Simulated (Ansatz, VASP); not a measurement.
MgO in VASP and in Ansatz

```
Mg O
1.0
     0.00000    2.22809    2.10217
     2.10217    0.00000    2.10217
     2.10217    2.22809    0.00000
Mg O
1 1
Cartesian
  0.0000 0.0000 0.0000
  2.1022 2.2281 2.1022
```

Change from the starting cell: uniaxial_y strain +6.0%.

Alike in both runs: task single point; functional HSE06; k mesh 8 × 8 × 8; no spin polarisation.

```csv
,VASP,Ansatz
version,VASP 6.6.1,Ansatz 0.2.0
potentials or method,"VASP PAW PBE potentials, release 64 (Mg, O)","plane waves, PAW"
plane-wave cutoff (eV),520,420
occupations,"gaussian, width 0.01 eV",fixed
valence electrons in the cell,8,16
```

Ansatz gave:

* gap on the k mesh at the Fermi level (eV): 5.82
* pressure (GPa): -8.0
* traceless stress, the component that is largest in VASP (GPa): -4.92

Estimate VASP's values.

gap on the k mesh at the Fermi level (eV): 5.78; pressure (GPa): -8.3; traceless stress, the component that is largest in VASP (GPa): -4.99.

VASP's potentials hold 8 valence electrons a cell and Ansatz's 16, so a difference there can come from the potentials and not from the codes. Ansatz's warnings: stress exchange threshold loose, stress scf threshold loose.
